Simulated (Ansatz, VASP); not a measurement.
Ag in VASP and in Ansatz

INCAR

```
SYSTEM = Ag
  ALGO = Normal
  EDIFF = 1E-7
  ENCUT = 520
  GGA = PE
  GGA_COMPAT = .False.
  ISIF = 2
  ISMEAR = 0
  LASPH = .True.
  LCHARG = .False.
  LMAXMIX = 4
  LORBIT = 11
  LORBMOM = .True.
  LREAL = .False.
  LSORBIT = .True.
  LWAVE = .False.
  MAGMOM = 0 0 0
  NBANDS = 22
  NELM = 150
  PREC = Accurate
  SIGMA = 0.05
```

File KPOINTS:

```
k-points
0
Gamma
  18 18 18
  0 0 0
```

POSCAR

```
Ag
1.0
    0.0000000000      2.0725556827      2.0725556827
    2.0725556827      0.0000000000      2.0725556827
    2.0725556827      2.0725556827      0.0000000000
Ag
1
Direct
    0.0000000000      0.0000000000      0.0000000000
```

Input for Ansatz:

```yaml
crystal:
  lattice:
    - [0.0, 2.0725556789, 2.0725556789]
    - [2.0725556789, 0.0, 2.0725556789]
    - [2.0725556789, 2.0725556789, 0.0]
  atoms:
    - { symbol: Ag, position: [0.0, 0.0, 0.0] }
basis:
  ecutwfc: 420
  ecutrho_ratio: 4
kpoints:
  mp_grid: { grid: [18, 18, 18] }
hamiltonian:
  xc: pbe
scf:
  occupations: { method: gaussian, width: 0.05 }
output:
  forces: true
  stress: true
  eigenvalues: true
  populations: true
magnetization:
  noncollinear: true
  spin_orbit: true
```

Alike in both runs: task single point; functional PBE; k mesh 18 × 18 × 18; occupations gaussian, width 0.05 eV; non-collinear spin, spin-orbit coupling.

|  | VASP | Ansatz |
| --- | --- | --- |
| version | VASP 6.6.1 | Ansatz 0.2.0 |
| potentials or method | VASP PAW PBE potentials, release 64 (Ag), cutoff 520 eV | plane waves, PAW |
| valence electrons in the cell | 11 | 19 |

VASP gave:

```
pressure (GPa)           : -0.1
net moment per atom (μB) : 0.00
```

What did Ansatz give for the same quantities?

Pressure (GPa): 0.0; net moment per atom (μB): 0.00.

VASP's potentials hold 11 valence electrons a cell and Ansatz's 19, so a difference there can come from the potentials and not from the codes.
